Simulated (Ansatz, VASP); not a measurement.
# One calculation of Al, two programs

The input INCAR:

```
ALGO = Normal ; EDIFF = 1E-6
ENCUT = 520 ; GGA = PS
ISIF = 2 ; ISMEAR = 0
LASPH = True ; LCHARG = False
LREAL = False ; LWAVE = False
NBANDS = 8 ; NELM = 100
PREC = Accurate ; SIGMA = 0.15
```

The input KPOINTS:

```
k-points
0
Gamma
  20 20 20
```

Contents of POSCAR:

```
Al
1.0
   -1.5872406433      1.5872406433      1.5912186900
    1.5872406433     -1.5872406433      1.5912186900
    1.5951967367      1.5951967367     -1.5912186900
Al
1
Direct
    0.0000000000      0.0000000000      0.0000000000
```

Input for Ansatz:

```yaml
crystal:
  lattice:
    - [-1.5872406433, 1.5872406433, 1.59121869]
    - [1.5872406433, -1.5872406433, 1.59121869]
    - [1.5951967367, 1.5951967367, -1.59121869]
  atoms:
    - { symbol: Al, position: [0.0, 0.0, 0.0] }
basis:
  ecutwfc: 420
kpoints:
  mp_grid: { grid: [20, 20, 20] }
hamiltonian:
  xc: pbesol
scf:
  occupations: { method: gaussian, width: 0.15 }
output:
  forces: true
  stress: true
  eigenvalues: true
  write_density: true
  write_potential: true
  elf: true
  volumetric_format: npy
```

Change from the starting cell: strain +0.0050 x Voigt [0, 0, 0, 0, 0, 1], atoms carried along.

Alike in both runs: task single point; functional PBEsol; k mesh 20 × 20 × 20; occupations gaussian, width 0.15 eV; no spin polarisation.

|  | VASP | Ansatz |
| --- | --- | --- |
| version | VASP 6.6.1 | Ansatz 0.2.0 |
| potentials or method | VASP PAW PBE potentials, release 64 (Al), cutoff 520 eV | scalar-relativistic, plane waves, PAW |
| valence electrons in the cell | 3 | 3 |

|  | VASP | Ansatz | Ansatz less VASP |
| --- | --- | --- | --- |
| gap on the k mesh at the Fermi level (eV) | none | none | - |
| pressure (GPa) | 2.3 | 2.2 | -0.07 |
| traceless stress, the component that is largest in VASP (GPa) | -0.21 | -0.21 | +0.001 |

VASP's potentials were made for PBE, not for PBEsol. A gap of «none» marks a metal or a gap that the smearing closes.
